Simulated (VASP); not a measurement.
Input of a VASP 6.6.1 run:

The input INCAR:

```
ALGO     = Normal         # electronic algorithm
EDIFF    = 1E-8           # SCF threshold, eV
ENCUT    = 520            # plane-wave cutoff, eV
GGA      = PE             # functional
ISIF     = 2              # what is computed and relaxed
ISMEAR   = -1             # smearing method
LASPH    = T              # aspherical terms in the spheres
LCHARG   = F              # write CHGCAR
LEFG     = T            
LREAL    = F              # projectors in reciprocal space
LWAVE    = F              # write WAVECAR
NBANDS   = 8              # bands
NELM     = 60             # most SCF steps
PREC     = Accurate       # precision mode
SIGMA    = 0.05           # smearing width, eV
```

KPOINTS

```
k-points
0
Gamma
  19 19 19
```

POSCAR

```
Sb
1.0
   -1.5249250000      1.5001250000      2.4800000000
    1.5001250000     -1.5249250000      2.4800000000
    1.5098750000      1.5098750000     -2.4950500000
Sb
1
Direct
    0.0000000000      0.0000000000      0.0000000000
```

Potentials or basis: VASP PAW PBE potentials, release 64 (Sb).

Launch:

```console
$ cat potpaw_PBE.64/Sb/POTCAR > POTCAR
$ mpirun -np 1 vasp_std > vasp.out
```

(1) What does it give for the band gap on the k mesh?

(2) Estimate the pressure.

Answers

(1) zero (an odd number of electrons rules out a gap without spin polarisation).

(2) 19.2 GPa.

Caveat: the cell differs from its parent crystal (equal xy, yz and zx shear strains of -1 %); the cell stands under pressure; without QUAD_EFG the Cq values of the log hold for a quadrupole moment of 1 mb, not for the nuclei; spin-orbit coupling is left out, which moves the levels of the heavy elements; an odd number of electrons without spin polarisation forces a metal; a magnetic or distorted state may lie lower.
